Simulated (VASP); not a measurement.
In:

```xyz
8
Lattice="5.9359 0.0000 0.0000 0.0000 5.9359 0.0000 0.0000 0.0000 5.9359" Properties=species:S:1:pos:R:3 pbc="T T T"
In    0.0000    0.0000    0.0000
In    2.9679    2.9679    2.9679
In    1.4840    0.0000    2.9679
In    4.4519    0.0000    2.9679
In    2.9679    1.4840    0.0000
In    2.9679    4.4519    0.0000
In    0.0000    2.9679    1.4840
In    0.0000    2.9679    4.4519
```

```yaml
Program: VASP 6.6.1
Task: relaxation of cell and atoms
Functional: revPBE
Potentials_or_basis: VASP PAW PBE potentials, release 64 (In_d)
Cutoff: 600 eV
k_mesh: 5 × 5 × 5
Occupations: fermi-dirac, width 0.1 eV
Spin: no spin polarisation
```

At the start: pressure 4.5 GPa; volume 26.14 Å³/atom.

Q: Where does the relaxation end?

A: Over 3 steps the energy falls by 37.9 meV/atom and the volume is 29.22 Å³/atom (+11.8 %); space group Pm-3n (No. 223, to 0.05 Å).

Step by step:
```
step  energy change (eV)  largest force (eV/Å)  pressure (GPa)  volume (Å³)
   1              0.0000                0.0000            4.46       209.15
   2             -0.3024                0.0000            0.22       231.94
   3             -0.3036                0.0000           -0.02       233.76
```

Final structure:
```yaml
crystal:
  lattice:
    - [6.16013, 0.00000, 0.00000]
    - [0.00000, 6.16013, 0.00000]
    - [0.00000, 0.00000, 6.16013]
  atoms:
    - { symbol: In, position: [0.00000, 0.00000, 0.00000] }
    - { symbol: In, position: [0.50000, 0.50000, 0.50000] }
    - { symbol: In, position: [0.25000, 0.00000, 0.50000] }
    - { symbol: In, position: [0.75000, 0.00000, 0.50000] }
    - { symbol: In, position: [0.50000, 0.25000, 0.00000] }
    - { symbol: In, position: [0.50000, 0.75000, 0.00000] }
    - { symbol: In, position: [0.00000, 0.50000, 0.25000] }
    - { symbol: In, position: [0.00000, 0.50000, 0.75000] }
```

Caveat: the PAW data sets were made with another functional, which shifts forces and pressure a little.
